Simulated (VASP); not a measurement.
# NbSnTe4 (P4/mmm) in VASP: further runs, part 2 of 2

VASP 6.6.1.

### 5 Single point, PBE

This run uses another cell than the first one, of 40.52 Å³/atom, 1.645 times its volume.

The input, INCAR:

```
SYSTEM = NbSnTe4
PREC     = Accurate       ! precision mode
ENCUT    = 520            ! plane-wave cutoff, eV
EDIFF    = 1E-6           ! SCF threshold, eV
ISMEAR   = 0              ! smearing method
SIGMA    = 0.1            ! smearing width, eV
LREAL    = .False.        ! projectors in reciprocal space
LASPH    = .True.         ! aspherical terms in the spheres
NELM     = 80             ! most SCF steps
ALGO     = Normal         ! electronic algorithm
ISIF     = 2              ! what is computed and relaxed
LWAVE    = .False.        ! write WAVECAR
LCHARG   = .False.        ! write CHGCAR
GGA      = PE             ! functional
NBANDS   = 34             ! bands
```

The input, KPOINTS:

```
regular mesh
0
Gamma
  8 8 4
  0 0 0
```

The input, POSCAR:

```
NbSnTe4
1.0
    5.2005363824      0.0000000000      0.0000000000
    0.0000000000      5.2005363824      0.0000000000
    0.0000000000      0.0000000000      8.9886697385
Nb Sn Te
1 1 4
Direct
    0.0000000000      0.0000000000      0.0000000000
    0.5000000000      0.5000000000      0.5000000000
    0.5000000000      0.0000000000      0.0000000000
    0.0000000000      0.5000000000      0.0000000000
    0.0000000000      0.0000000000      0.3204889902
    0.0000000000      0.0000000000      0.6795110098
```

Potentials or basis: VASP PAW PBE potentials, release 64 (Nb_sv, Sn_d, Te).

On the command line:

```console
> cat potpaw_PBE.64/Nb_sv/POTCAR potpaw_PBE.64/Sn_d/POTCAR potpaw_PBE.64/Te/POTCAR > POTCAR
> mpirun -np 1 vasp_std > vasp.out
```

OUTCAR:

```text
SYSTEM = NbSnTe4
   PREC = Accurate
   ENCUT = 520
   EDIFF = 1E-6
   ISMEAR = 0
   LREAL = .False.
   LASPH = .True.
   NELM = 80
   ISIF = 2
   GGA = PE

 ion  position               nearest neighbor table
   1  0.000  0.000  0.000-   3 2.60   4 2.60   4 2.60   3 2.60   5 2.88   6 2.88
   2  0.500  0.500  0.500-
   3  0.500  0.000  0.000-   1 2.60   1 2.60   4 3.68   4 3.68   4 3.68   4 3.68
   4  0.000  0.500  0.000-   1 2.60   1 2.60   3 3.68   3 3.68   3 3.68   3 3.68
   5  0.000  0.000  0.320-   1 2.88   6 3.23
   6  0.000  0.000  0.680-   1 2.88   5 3.23

  LATTYP: Found a simple tetragonal cell.
 ALAT       =     5.2005363824
 C/A-ratio  =     1.7284120478

  Lattice vectors:

 A1 = (   5.2005363824,   0.0000000000,   0.0000000000)
 A2 = (   0.0000000000,   5.2005363824,   0.0000000000)
 A3 = (   0.0000000000,   0.0000000000,   8.9886697385)

Analysis of symmetry for initial positions (statically):
=====================================================================
 Subroutine PRICEL returns:
 Original cell was already a primitive cell.

 Routine SETGRP: Setting up the symmetry group for a
 simple tetragonal supercell.

[... 179 lines left out ...]
 fundamental gap:      0.0215967720
 Fermi energy:         3.7327311601

 k-point     1 :       0.0000    0.0000    0.0000
  band No.  band energies     occupation
      1     -51.6491      2.00000
      2     -27.8559      2.00000
      3     -27.8559      2.00000
      4     -27.6377      2.00000
      5     -18.7519      2.00000
      6     -18.7459      2.00000
[... 877 lines left out ...]
     33       6.4417      0.00000
     34       7.9841      0.00000

 [... further k-points ...]

------------------------ aborting loop because EDIFF is reached ----------------------------------------

  FORCE on cell =-STRESS in cart. coord.  units (eV):
  Direction    XX          YY          ZZ          XY          YZ          ZX
  --------------------------------------------------------------------------------------
  -------------------------------------------------------------------------------------
  Total       -0.1292986     -0.1292986     -0.0950275      0.0000000      0.0000000     -0.0000000
  in kB       -0.8521437     -0.8521437     -0.6262792      0.0000000      0.0000000     -0.0000000
  external PRESSURE =      -0.7768555 kB  Pullay stress =       0.0000000 kB

 VOLUME and BASIS-vectors are now :
 -----------------------------------------------------------------------------
  energy-cutoff  :      520.00
  volume of cell :      243.10
      direct lattice vectors                 reciprocal lattice vectors
     5.200536382  0.000000000  0.000000000     0.192287858  0.000000000  0.000000000
     0.000000000  5.200536382  0.000000000     0.000000000  0.192287858  0.000000000
     0.000000000  0.000000000  8.988669739     0.000000000  0.000000000  0.111251167

 POSITION                                       TOTAL-FORCE (eV/Angst)
 -----------------------------------------------------------------------------------
      0.00000      0.00000      0.00000         0.000000      0.000000      0.000000
      2.60027      2.60027      4.49433         0.000000      0.000000      0.000000
      2.60027      0.00000      0.00000         0.000000      0.000000      0.000000
      0.00000      2.60027      0.00000         0.000000      0.000000      0.000000
      0.00000      0.00000      2.88077        -0.000000     -0.000000      0.002058
      0.00000      0.00000      6.10790         0.000000      0.000000     -0.002058
 -----------------------------------------------------------------------------------
    total drift:                               -0.000000      0.000000      0.000000

  FREE ENERGIE OF THE ION-ELECTRON SYSTEM (eV)
  ---------------------------------------------------
  free  energy   TOTEN  =       -24.7435799379 eV

  energy  without entropy=      -24.7147446927  energy(sigma->0) =      -24.72916232
```

stdout:

```text
POSCAR found type information on POSCAR NbSnTe
 POSCAR found :  3 types and       6 ions
 scaLAPACK will be used
 LDA part: xc-table for (Slater+PW92), standard interpolation
 POSCAR, INCAR and KPOINTS ok, starting setup
 FFT: planning ... GRIDC
 FFT: planning ... GRID_SOFT
 FFT: planning ... GRID
 WAVECAR not read
 entering main loop
```

It took 4.7 min on 1 thread of Intel Xeon Platinum 8488C (Sapphire Rapids), shared host; peak memory 0.55 GiB.

Results:

```yaml
Free_energy: -24.7436 eV
Pressure: -0.1 GPa
```

Forces in eV/Å, atoms in the order of the input:
```
Nb   0.000  0.000  0.000
Sn   0.000  0.000  0.000
Te   0.000  0.000  0.000
Te   0.000  0.000  0.000
Te   0.000  0.000  0.002
Te   0.000  0.000 -0.002
```

Caveat: spin-orbit coupling is left out, which moves the levels of the heavy elements.

### 6 The runs side by side

| task | cell | k mesh | cutoff (eV) | gap on the mesh (eV) | pressure (GPa) | largest force (eV/Å) |
| --- | --- | --- | --- | --- | --- | --- |
| single point | a = 4.409, b = 4.409, c = 7.600 Å, 6 atoms | 4 × 4 × 2 | 520 | none | 69.9 | 18.51 |
| single point | a = 5.199, b = 5.199, c = 8.881 Å, 6 atoms | 4 × 4 × 2 | 520 | none | -0.1 | - |
| relaxation of cell and atoms | relaxed from a = 4.409, b = 4.409, c = 7.600 Å, 6 atoms | 4 × 4 × 2 | 600 | none | 0.0 | 0.02 |
| single point | a = 5.201, b = 5.201, c = 8.989 Å, 6 atoms | 8 × 8 × 4 | 520 | none | -0.1 | - |

Alike in all rows: level PBE; potentials or basis VASP PAW PBE potentials, release 64 (Nb_sv, Sn_d, Te); no spin polarisation; smearing gaussian 0.1 eV.

Caveats: some runs use coarse meshes; spin-orbit coupling is left out, which moves the levels of the heavy elements; forces of over 1 eV/Å act on the atoms, so gaps and moduli don't describe the material at rest (some runs); the volume moved by over 15 % at a fixed basis, so the end points are rough (some runs).

Total energies depend on the potentials used, so only differences within one code and one set of settings carry meaning.
